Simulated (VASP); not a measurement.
# TiO2 (Fm-3m) in VASP: relaxation of cell and atoms with r2SCAN

Aim: the relaxation of cell and atoms of TiO2 with r2SCAN.

All numbers are computed with VASP 6.6.1; they aren't measurements. Logs are shortened: lines on timing, memory, paths and dates and some standing lists are left out, and cuts for length are marked.

## 1. The cell of the first run

Symmetry: Fm-3m, No. 225, cubic system. The conventional cell has a = 4.830 Å, b = 4.830 Å, c = 4.830 Å, α = 90.00°, β = 90.00°, γ = 90.00°. Ti (site symmetry m-3m) has 8 O at 2.09 Å within 2.8 Å. O (site symmetry -43m) has 4 Ti at 2.09 Å and 6 O at 2.41 Å within 2.8 Å.

## 2. Relaxation of cell and atoms, r2SCAN

Contents of POSCAR:

```
TiO2
1.0
    0.0000000000      2.4149673021      2.4149673021
    2.4149673021      0.0000000000      2.4149673021
    2.4149673021      2.4149673021      0.0000000000
Ti O
1 2
Direct
    0.0000000000      0.0000000000      0.0000000000
    0.2500000000      0.2500000000      0.2500000000
    0.7500000000      0.7500000000      0.7500000000
```

Contents of INCAR.step1:

```
PREC = Accurate
ENCUT = 600
ISMEAR = -1
SIGMA = 0.02
LREAL = False
LASPH = True
NELM = 100
GGA = PE
ALGO = Normal
EDIFF = 1E-4
LWAVE = True
LCHARG = False
```

Contents of INCAR.step2:

```
PREC = Accurate
ENCUT = 600
EDIFF = 1E-7
ISMEAR = -1
SIGMA = 0.02
LREAL = False
LASPH = True
NELM = 100
ALGO = Normal
ISIF = 3
LWAVE = False
LCHARG = False
METAGGA = R2SCAN
LMIXTAU = True
IBRION = 2
NSW = 80
EDIFFG = -0.005
ISTART = 1
```

Contents of KPOINTS:

```
regular mesh
0
Gamma
  8 8 8
```

Potentials or basis: VASP PAW PBE potentials, release 64 (Ti_sv, O).

The run is started by

```sh
> cat potpaw_PBE.64/Ti_sv/POTCAR potpaw_PBE.64/O/POTCAR > POTCAR
> cp INCAR.step1 INCAR
> mpirun -np 1 vasp_std > vasp.out
> cp INCAR.step2 INCAR
> mpirun -np 1 vasp_std > vasp.out
```

OUTCAR:

```text
PREC = Accurate
   ENCUT = 600
   EDIFF = 1E-7
   ISMEAR = -1
   LREAL = False
   LASPH = True
   NELM = 100
   ISIF = 3
   METAGGA = R2SCAN
   IBRION = 2
   NSW = 80
   EDIFFG = -0.005
   ISTART = 1

 ion  position               nearest neighbor table
   1  0.000  0.000  0.000-   3 2.09   3 2.09   3 2.09   2 2.09   3 2.09   2 2.09   2 2.09   2 2.09

   2  0.250  0.250  0.250-   1 2.09   1 2.09   1 2.09   1 2.09
   3  0.750  0.750  0.750-   1 2.09   1 2.09   1 2.09   1 2.09

  LATTYP: Found a face centered cubic cell.
 ALAT       =     4.8299346042

  Lattice vectors:

 A1 = (   0.0000000000,   2.4149673021,   2.4149673021)
 A2 = (   2.4149673021,   0.0000000000,   2.4149673021)
 A3 = (   2.4149673021,   2.4149673021,   0.0000000000)

Analysis of symmetry for initial positions (statically):
=====================================================================
 Subroutine PRICEL returns:
 Original cell was already a primitive cell.

 Routine SETGRP: Setting up the symmetry group for a
 face centered cubic supercell.

 Subroutine GETGRP returns: Found 48 space group operations
 (whereof 48 operations were pure point group operations)
 out of a pool of 48 trial point group operations.

The static configuration has the point symmetry O_h .

Analysis of symmetry for dynamics (positions and initial velocities):
=====================================================================
 Subroutine PRICEL returns:
 Original cell was already a primitive cell.

 Routine SETGRP: Setting up the symmetry group for a
 face centered cubic supercell.

 Subroutine GETGRP returns: Found 48 space group operations
 (whereof 48 operations were pure point group operations)
 out of a pool of 48 trial point group operations.

The dynamic configuration has the point symmetry O_h .

 Subroutine INISYM returns: Found 48 space group operations
 (whereof 48 operations are pure point group operations),
 and found     1 'primitive' translations

----------------------------------------------------------------------------------------

                                     Primitive cell

  volume of cell :      28.1685

  direct lattice vectors                    reciprocal lattice vectors
     0.000000000  2.414967302  2.414967302    -0.207042141  0.207042141  0.207042141
     2.414967302  0.000000000  2.414967302     0.207042141 -0.207042141  0.207042141
     2.414967302  2.414967302  0.000000000     0.207042141  0.207042141 -0.207042141

  length of vectors
[... 89 lines left out ...]
   NFREE  =      1    steps in history (QN), initial steepest desc. (CG)
   ISIF   =      3    stress and relaxation
   ISYM   =      2    0-nonsym 1-usesym 2-fastsym
   POTIM  = 0.5000    time-step for ionic-motion
   TEBEG  =    0.0;   TEEND  =   0.0 temperature during run
   PSTRESS=    0.0 pullay stress
   NELECT =      24.0000    total number of electrons
   NUPDOWN=      -1.0000    fix difference up-down
   EMIN   =  10.00;   EMAX   =-10.00  energy-range for DOS
   EFERMI =   0.00;   METHOD = LEGACY
   ISMEAR =    -1;   SIGMA  =   0.02  broadening in eV -4-tet -1-fermi 0-gaus
   EFERMI_NEDOS =   21; number of points for ismear=-14 and -15
   IALGO  =     38    algorithm
   IMIX   =      4    mixing-type and parameters
     AMIX     =   0.40;   BMIX     =  1.00
     AMIX_MAG =   1.60;   BMIX_MAG =  1.00
  volume/ion in A,a.u.               =       9.39        63.36
  Fermi-wavevector in a.u.,A,eV,Ry     =   1.551996  2.932848 32.772248  2.408692
  Thomas-Fermi vector in A             =   2.656435
   LORBIT       =      0    0 simple, 1 ext, 2 COOP (PROOUT), +10 PAW based schemes
   METAGGA = R2SCAN    functional components
   LHFCALC =     F    Hartree Fock is set to
   AEXX    =    0.0000 exact exchange contribution
   IVDW    =     0    specifies the selected vdW correction
   LEPSILON=     F    determine dielectric tensor
   LRPA    =     F    only Hartree local field effects (RPA)
 conjugate gradient relaxation of ions
 non-spin polarized calculation
  energy-cutoff  :      600.00
  volume of cell :       28.17
 maximum number of plane-waves:       960
   NGX = 13   NGY = 13   NGZ = 13

--------------------------------------- Ionic step        1  -------------------------------------------

 number of electron      23.9999995 magnetization

 Free energy of the ion-electron system (eV)
  ---------------------------------------------------
  ext. energy  EPLUGINS =         0.00000000
  ---------------------------------------------------
  free energy    TOTEN  =       -34.10276534 eV

  energy without entropy =      -34.10276534  energy(sigma->0) =      -34.10276534

------------------------ aborting loop because EDIFF is reached ----------------------------------------

  FORCE on cell =-STRESS in cart. coord.  units (eV):
  Direction    XX          YY          ZZ          XY          YZ          ZX
  --------------------------------------------------------------------------------------
  -------------------------------------------------------------------------------------
  Total       -0.8420683     -0.8420683     -0.8420683      0.0000000      0.0000000      0.0000000
  in kB      -47.8954363    -47.8954363    -47.8954363      0.0000000      0.0000000      0.0000000
  external PRESSURE =     -47.8954363 kB  Pullay stress =       0.0000000 kB
[... 61 lines left out ...]
--------------------------------------- Ionic step        3  -------------------------------------------

 number of electron      23.9999996 magnetization

 Free energy of the ion-electron system (eV)
  ---------------------------------------------------
  ext. energy  EPLUGINS =         0.00000000
  ---------------------------------------------------
  free energy    TOTEN  =       -34.11046766 eV

  energy without entropy =      -34.11046766  energy(sigma->0) =      -34.11046766

 E-fermi :   7.6175     XC(G=0): -13.0303

 val. band max:        7.0626404271   @ k =   0.5000   0.5000   0.0000
 cond. band min:       8.6030942787   @ k =   0.0000   0.0000   0.0000
 fundamental gap:      1.5404538516
 Fermi energy:         7.6175166301

 k-point     1 :       0.0000    0.0000    0.0000
  band No.  band energies     occupation
      1     -52.9498      2.00000
      2     -27.9833      2.00000
      3     -27.9833      2.00000
      4     -27.9833      2.00000
      5     -13.6634      2.00000
      6      -9.8757      2.00000
[... 433 lines left out ...]
      3     -28.0861      2.00000
      4     -28.0302      2.00000
      5     -11.8454      2.00000
      6     -11.4832      2.00000
[... 8 lines left out ...]
     15      10.3896      0.00000
     16      11.5899      0.00000

 [... further k-points ...]
[... 5 lines left out ...]
  --------------------------------------------------------------------------------------
  -------------------------------------------------------------------------------------
  Total       -0.0032512     -0.0032512     -0.0032512      0.0000000      0.0000000     -0.0000000
  in kB       -0.1882928     -0.1882928     -0.1882928      0.0000000      0.0000000     -0.0000000
  external PRESSURE =      -0.1882928 kB  Pullay stress =       0.0000000 kB
[... 18 lines left out ...]
  FREE ENERGIE OF THE ION-ELECTRON SYSTEM (eV)
  ---------------------------------------------------
  free  energy   TOTEN  =       -34.1104676618 eV

  energy  without entropy=      -34.1104676618  energy(sigma->0) =      -34.11046766

 reached required accuracy - stopping structural energy minimisation
```

OUTCAR.step1:

```text
PREC = Accurate
   ENCUT = 600
   ISMEAR = -1
   LREAL = False
   LASPH = True
   NELM = 100
[... 679 lines left out ...]
      0.00000      0.00000      0.00000         0.000000     -0.000000     -0.000000
      1.20748      1.20748      1.20748        -0.000000      0.000000     -0.000000
      3.62245      3.62245      3.62245         0.000000     -0.000000      0.000000
 -----------------------------------------------------------------------------------
    total drift:                                0.000000      0.000000      0.000000

  FREE ENERGIE OF THE ION-ELECTRON SYSTEM (eV)
  ---------------------------------------------------
  free  energy   TOTEN  =       -26.0372532192 eV

  energy  without entropy=      -26.0372532192  energy(sigma->0) =      -26.03725322
```

Run time: 7.9 min. Hardware: 1 thread of AMD EPYC 7R13, shared host; peak memory 0.15 GiB.

Results:

```yaml
Free_energy: -34.1105 eV
Relaxed_volume: 9.22 Å³/atom
Relaxed_cell: a = 3.395 Å, b = 3.395 Å, c = 3.395 Å, α = 60.00°, β = 60.00°, γ = 60.00°
Space_group_after_relaxing_to_0.05_Å: Fm-3m (No. 225)
Energy_gained_by_relaxing: 2.6 meV/atom
Ionic_steps: 3
Pressure_after_relaxing: 0.0 GPa
Band_gap_on_the_k_mesh: 1.54 eV, indirect (least direct gap 2.23 eV)
```

Step by step:
```
step  energy change (eV)  largest force (eV/Å)  pressure (GPa)  volume (Å³)
   1              0.0000                0.0000           -4.79        28.17
   2              0.0048                0.0000            6.57        27.04
   3             -0.0077                0.0000           -0.02        27.66
```

Final structure:
```
Ti O
1.0
     0.00000    2.40048    2.40048
     2.40048    0.00000    2.40048
     2.40048    2.40048    0.00000
Ti O
1 2
Direct
  0.00000 0.00000 0.00000
  0.25000 0.25000 0.25000
  0.75000 0.75000 0.75000
```

Caveat: the PAW data sets were made with another functional, which shifts forces and pressure a little. A k mesh can miss the band edges.
